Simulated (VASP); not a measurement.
# BeH4 (I-43m) in VASP: further runs

BeH4 is run at these levels: PBE; tasks: single point.

Everything below comes from runs of VASP 6.6.1. Logs are shortened: lines on timing, memory, paths and dates and some standing lists are left out, and cuts for length are marked.

### 1 The cell of the first run

The typed cell holds 5 atoms: a = 3.168 Å, b = 3.168 Å, c = 3.168 Å, α = 109.47°, β = 109.47°, γ = 109.47°.

### 2 Single point, PBE

INCAR

```
SYSTEM = BeH4
PREC = Accurate
ENCUT = 520
EDIFF = 1E-6
ISMEAR = 0
SIGMA = 0.1
LREAL = .FALSE.
LASPH = .TRUE.
NELM = 80
ALGO = Normal
ISIF = 2
LWAVE = .FALSE.
LCHARG = .FALSE.
GGA = PE
NBANDS = 11
```

KPOINTS

```
regular mesh
0
G
  6 6 6
  0 0 0
```

POSCAR

```
BeH4
1.0
   -1.8288884263      1.8288884263      1.8288884263
    1.8288884263     -1.8288884263      1.8288884263
    1.8288884263      1.8288884263     -1.8288884263
Be H
1 4
Direct
    0.0000000000      0.0000000000      0.0000000000
    0.5002028017      0.5002028017      0.5002028017
    0.0000000000      0.0000000000      0.4997971983
    0.0000000000      0.4997971983      0.0000000000
    0.4997971983      0.0000000000      0.0000000000
```

Potentials or basis: VASP PAW PBE potentials, release 64 (Be, H).

Launch:

```
$ cat potpaw_PBE.64/Be/POTCAR potpaw_PBE.64/H/POTCAR > POTCAR
$ mpirun -np 1 vasp_std > vasp.out
```

OUTCAR:

```text
SYSTEM = BeH4
   PREC = Accurate
   ENCUT = 520
   EDIFF = 1E-6
   ISMEAR = 0
   LREAL = .FALSE.
   LASPH = .TRUE.
   NELM = 80
   ISIF = 2
   GGA = PE

 ion  position               nearest neighbor table
   1  0.000  0.000  0.000-   2 1.58   3 1.58   4 1.58   5 1.58   2 1.58   3 1.58   4 1.58   5 1.58

   2  0.500  0.500  0.500-   1 1.58   1 1.58
   3  0.000  0.000  0.500-   1 1.58   1 1.58
   4  0.000  0.500  0.000-   1 1.58   1 1.58
   5  0.500  0.000  0.000-   1 1.58   1 1.58

  LATTYP: Found a body centered cubic cell.
 ALAT       =     3.6577768526

  Lattice vectors:

 A1 = (  -1.8288884263,   1.8288884263,   1.8288884263)
 A2 = (   1.8288884263,  -1.8288884263,   1.8288884263)
 A3 = (   1.8288884263,   1.8288884263,  -1.8288884263)

Analysis of symmetry for initial positions (statically):
=====================================================================
 Subroutine PRICEL returns:
 Original cell was already a primitive cell.

 Routine SETGRP: Setting up the symmetry group for a
 body centered cubic supercell.

 Subroutine GETGRP returns: Found 24 space group operations
 (whereof 24 operations were pure point group operations)
 out of a pool of 48 trial point group operations.

The static configuration has the point symmetry T_d .

Analysis of symmetry for dynamics (positions and initial velocities):
=====================================================================
 Subroutine PRICEL returns:
 Original cell was already a primitive cell.

 Routine SETGRP: Setting up the symmetry group for a
 body centered cubic supercell.

 Subroutine GETGRP returns: Found 24 space group operations
 (whereof 24 operations were pure point group operations)
 out of a pool of 48 trial point group operations.

The dynamic configuration has the point symmetry T_d .

 Subroutine INISYM returns: Found 24 space group operations
 (whereof 24 operations are pure point group operations),
 and found     1 'primitive' translations

----------------------------------------------------------------------------------------

                                     Primitive cell

  volume of cell :      24.4693

  direct lattice vectors                    reciprocal lattice vectors
    -1.828888426  1.828888426  1.828888426     0.000000000  0.273390106  0.273390106
     1.828888426 -1.828888426  1.828888426     0.273390106  0.000000000  0.273390106
     1.828888426  1.828888426 -1.828888426     0.273390106  0.273390106  0.000000000

  length of vectors
     3.167727676  3.167727676  3.167727676     0.386631995  0.386631995  0.386631995

  position of ions in fractional coordinates (direct lattice)
     0.000000000  0.000000000  0.000000000
     0.500202802  0.500202802  0.500202802
     0.000000000  0.000000000  0.499797198
     0.000000000  0.499797198  0.000000000
     0.499797198  0.000000000  0.000000000

  ion indices of the primitive-cell ions
   primitive index   ion index
                 1           1
                 2           2
                 3           3
                 4           4
                 5           5

----------------------------------------------------------------------------------------

 KPOINTS: regular mesh

Automatic generation of k-mesh.
 Grid dimensions read from file:
 generate k-points for:    6    6    6

 Generating k-lattice:

  Cartesian coordinates                     Fractional coordinates (reciprocal lattice)
     0.000000000  0.045565018  0.045565018     0.166666667  0.000000000  0.000000000
     0.045565018  0.000000000  0.045565018     0.000000000  0.166666667  0.000000000
     0.045565018  0.045565018  0.000000000     0.000000000  0.000000000  0.166666667

  Length of vectors
     0.064438666  0.064438666  0.064438666

  Shift w.r.t. Gamma in fractional coordinates (k-lattice)
     0.000000000  0.000000000  0.000000000

 Subroutine IBZKPT returns following result:
 ===========================================

 Found     16 irreducible k-points:

 Following reciprocal coordinates:
            Coordinates               Weight
  0.000000  0.000000  0.000000      1.000000
  0.166667  0.000000  0.000000     12.000000
  0.333333  0.000000  0.000000     12.000000
  0.500000  0.000000  0.000000      6.000000
  0.166667  0.166667  0.000000     24.000000
  0.333333  0.166667 -0.000000     48.000000
[... 8 lines left out ...]
  0.500000  0.500000  0.333333     12.000000
  0.500000  0.500000  0.500000      1.000000
   k-points           NKPTS =     16   k-points in BZ     NKDIM =     16   number of bands    NBANDS=     11
   number of dos      NEDOS =    301   number of ions     NIONS =      5
   total plane-waves  NPLWV =  13824
   dimension x,y,z NGX =    24 NGY =   24 NGZ =   24
   dimension x,y,z NGXF=    48 NGYF=   48 NGZF=   48
   ions per type =               1   4
   NGX,Y,Z   is equivalent  to a cutoff of  12.60, 12.60, 12.60 a.u.
   NGXF,Y,Z  is equivalent  to a cutoff of  25.19, 25.19, 25.19 a.u.
 SYSTEM =  BeH4
   PREC   = accura    normal or accurate (medium, high low for compatibility)
   ISTART =      0    job   : 0-new  1-cont  2-samecut
   ICHARG =      2    charge: 1-file 2-atom 10-const
   ISPIN  =      1    spin polarized calculation?
   LNONCOLLINEAR =      F non collinear calculations
   LSORBIT =      F    spin-orbit coupling
   LASPH  =      T    aspherical Exc in radial PAW
   ENCUT  =  520.0 eV  38.22 Ry    6.18 a.u.   5.89  5.89  5.89*2*pi/ulx,y,z
   NELM   =     80;   NELMIN=  2; NELMDL= -5     # of ELM steps
   EDIFF  = 0.1E-05   stopping-criterion for ELM
   LREAL  =      F    real-space projection
   EDIFFG = 0.1E-04   stopping-criterion for IOM
   NSW    =      0    number of steps for IOM
   IBRION =     -1    ionic relax: 0-MD 1-quasi-New 2-CG
   NFREE  =      0    steps in history (QN), initial steepest desc. (CG)
   ISIF   =      2    stress and relaxation
   ISYM   =      2    0-nonsym 1-usesym 2-fastsym
   POTIM  = 0.5000    time-step for ionic-motion
   TEBEG  =    0.0;   TEEND  =   0.0 temperature during run
   PSTRESS=    0.0 pullay stress
   NELECT =       6.0000    total number of electrons
   NUPDOWN=      -1.0000    fix difference up-down
   EMIN   =  10.00;   EMAX   =-10.00  energy-range for DOS
   EFERMI =   0.00;   METHOD = LEGACY
   ISMEAR =     0;   SIGMA  =   0.10  broadening in eV -4-tet -1-fermi 0-gaus
   EFERMI_NEDOS =   21; number of points for ismear=-14 and -15
   IALGO  =     38    algorithm
   IMIX   =      4    mixing-type and parameters
     AMIX     =   0.40;   BMIX     =  1.00
     AMIX_MAG =   1.60;   BMIX_MAG =  1.00
  volume/ion in A,a.u.               =       4.89        33.03
  Fermi-wavevector in a.u.,A,eV,Ry     =   1.024672  1.936349 14.285463  1.049952
  Thomas-Fermi vector in A             =   2.158471
   LORBIT       =      0    0 simple, 1 ext, 2 COOP (PROOUT), +10 PAW based schemes
   GGA     = PE    functional components
   LHFCALC =     F    Hartree Fock is set to
   AEXX    =    0.0000 exact exchange contribution
   IVDW    =     0    specifies the selected vdW correction
   LEPSILON=     F    determine dielectric tensor
   LRPA    =     F    only Hartree local field effects (RPA)
 non-spin polarized calculation
 Gauss-broadening in eV      SIGMA  =   0.10
  energy-cutoff  :      520.00
  volume of cell :       24.47
 maximum number of plane-waves:       682
   NGX = 11   NGY = 11   NGZ = 11

 number of electron       5.9999996 magnetization

 Free energy of the ion-electron system (eV)
  ---------------------------------------------------
  ext. energy  EPLUGINS =         0.00000000
  ---------------------------------------------------
  free energy    TOTEN  =       -14.47675139 eV

  energy without entropy =      -14.47361385  energy(sigma->0) =      -14.47518262

 E-fermi :   1.9514     XC(G=0):  -9.7555

 val. band max:        1.3246289297   @ k =   0.3333   0.0000   0.0000
 cond. band min:       1.9514436399   @ k =   0.1667   0.0000   0.0000
 fundamental gap:      0.6268147102
 Fermi energy:         1.9514251511

 k-point     1 :       0.0000    0.0000    0.0000
  band No.  band energies     occupation
      1     -10.0113      2.00000
      2       4.4868      0.00000
      3       4.4868      0.00000
      4       4.4868      0.00000
      5       8.1667      0.00000
      6       8.1667      0.00000
      7       8.1667      0.00000
      8      16.5532      0.00000
      9      16.5532      0.00000
     10      16.5532      0.00000
     11      18.3413      0.00000

 k-point     2 :       0.1667    0.0000    0.0000
  band No.  band energies     occupation
      1      -9.4820      2.00000
      2       1.9514      0.99979
      3       2.9163      0.00000
      4       3.9757      0.00000
      5       7.9726      0.00000
      6       9.8867      0.00000
      7      10.8165      0.00000
      8      14.2489      0.00000
      9      15.6037      0.00000
     10      18.2185      0.00000
     11      19.8146      0.00000

 k-point     3 :       0.3333    0.0000    0.0000
  band No.  band energies     occupation
      1      -7.9075      2.00000
      2      -1.8951      2.00000
      3       1.3246      2.00000
      4       3.1416      0.00000
      5       7.5217      0.00000
      6      11.0375      0.00000
      7      14.4759      0.00000
      8      15.4122      0.00000
      9      16.1068      0.00000
     10      19.7668      0.00000
     11      22.4283      0.00000

 k-point     4 :       0.5000    0.0000    0.0000
  band No.  band energies     occupation
      1      -5.5196      2.00000
      2      -5.1341      2.00000
      3       0.7659      2.00000
      4       2.7879      0.00000
      5       7.2841      0.00000
      6      10.9979      0.00000
      7      16.7349      0.00000
      8      17.3881      0.00000
      9      17.5788      0.00000
     10      18.6700      0.00000
     11      20.7089      0.00000

 k-point     5 :       0.1667    0.1667    0.0000
  band No.  band energies     occupation
      1      -8.4298      2.00000
      2       0.0662      2.00000
      3       0.3657      2.00000
      4       3.1786      0.00000
      5       8.4730      0.00000
      6      11.8175      0.00000
      7      12.8765      0.00000
      8      13.2412      0.00000
      9      17.6033      0.00000
     10      19.5196      0.00000
     11      19.7214      0.00000
[... 99 lines left out ...]
 k-point    13 :      -0.3333    0.5000    0.1667
  band No.  band energies     occupation
      1      -5.4808      2.00000
      2      -2.9023      2.00000
      3      -2.8515      2.00000
      4       5.5453      0.00000
      5       7.0268      0.00000
      6       9.3206      0.00000
      7      11.4487      0.00000
      8      16.3905      0.00000
      9      16.5260      0.00000
     10      20.6857      0.00000
     11      25.7288      0.00000

 k-point    14 :      -0.3333    0.3333    0.3333
  band No.  band energies     occupation
      1      -6.0188      2.00000
      2      -2.2094      2.00000
      3      -2.2094      2.00000
      4       4.8892      0.00000
      5       7.4603      0.00000
      6       8.2191      0.00000
      7      10.7587      0.00000
      8      16.1145      0.00000
      9      16.1145      0.00000
     10      20.6723      0.00000
     11      27.3671      0.00000

 k-point    15 :       0.5000    0.5000    0.3333
  band No.  band energies     occupation
      1      -4.0362      2.00000
      2      -3.9122      2.00000
      3      -2.7665      2.00000
      4       4.7177      0.00000
      5       7.3896      0.00000
      6       8.1089      0.00000
      7       8.8901      0.00000
      8      17.4358      0.00000
      9      18.6219      0.00000
     10      21.1468      0.00000
     11      24.3427      0.00000

 k-point    16 :       0.5000    0.5000    0.5000
  band No.  band energies     occupation
      1      -3.3273      2.00000
      2      -3.3273      2.00000
      3      -3.3273      2.00000
      4       3.8665      0.00000
      5       6.2189      0.00000
      6       6.2189      0.00000
      7      10.3355      0.00000
      8      20.8494      0.00000
      9      20.8494      0.00000
     10      20.8494      0.00000
     11      23.7513      0.00000

------------------------ aborting loop because EDIFF is reached ----------------------------------------

  FORCE on cell =-STRESS in cart. coord.  units (eV):
  Direction    XX          YY          ZZ          XY          YZ          ZX
  --------------------------------------------------------------------------------------
  -------------------------------------------------------------------------------------
  Total       -0.0050067     -0.0050067     -0.0050067     -0.0000000      0.0000000      0.0000000
  in kB       -0.3278256     -0.3278256     -0.3278256     -0.0000000      0.0000000      0.0000000
  external PRESSURE =      -0.3278256 kB  Pullay stress =       0.0000000 kB

 VOLUME and BASIS-vectors are now :
 -----------------------------------------------------------------------------
  energy-cutoff  :      520.00
  volume of cell :       24.47
      direct lattice vectors                 reciprocal lattice vectors
    -1.828888426  1.828888426  1.828888426     0.000000000  0.273390106  0.273390106
     1.828888426 -1.828888426  1.828888426     0.273390106  0.000000000  0.273390106
     1.828888426  1.828888426 -1.828888426     0.273390106  0.273390106  0.000000000

 POSITION                                       TOTAL-FORCE (eV/Angst)
 -----------------------------------------------------------------------------------
      0.00000      0.00000      0.00000        -0.000000      0.000000      0.000000
      0.91482      0.91482      0.91482        -0.003320     -0.003320     -0.003320
      0.91407      0.91407     -0.91407         0.003320      0.003320     -0.003320
      0.91407     -0.91407      0.91407         0.003320     -0.003320      0.003320
     -0.91407      0.91407      0.91407        -0.003320      0.003320      0.003320
 -----------------------------------------------------------------------------------
    total drift:                               -0.000000     -0.000000     -0.000000

  FREE ENERGIE OF THE ION-ELECTRON SYSTEM (eV)
  ---------------------------------------------------
  free  energy   TOTEN  =       -14.4767513950 eV

  energy  without entropy=      -14.4736138533  energy(sigma->0) =      -14.47518262
```

Wall time 2.2 s (1 thread of Intel Xeon 6975P-C (Granite Rapids), shared host); peak memory 0.13 GiB.

Results:

```yaml
Free_energy: -14.4768 eV
Pressure: 0.0 GPa
Largest_force: 0.006 eV/Å
Band_gap_on_the_k_mesh: zero (band 3 reaches 4.49 eV, above the bottom of band 4 at -1.00 eV)
```

Forces in eV/Å, atoms in the order of the input:
```
Be   0.000  0.000  0.000
H   -0.003 -0.003 -0.003
H    0.003  0.003 -0.003
H    0.003 -0.003  0.003
H   -0.003  0.003  0.003
```

Caveat: the k points lie up to 0.40 Å⁻¹ apart.

(Continued in part 2 of 2.)
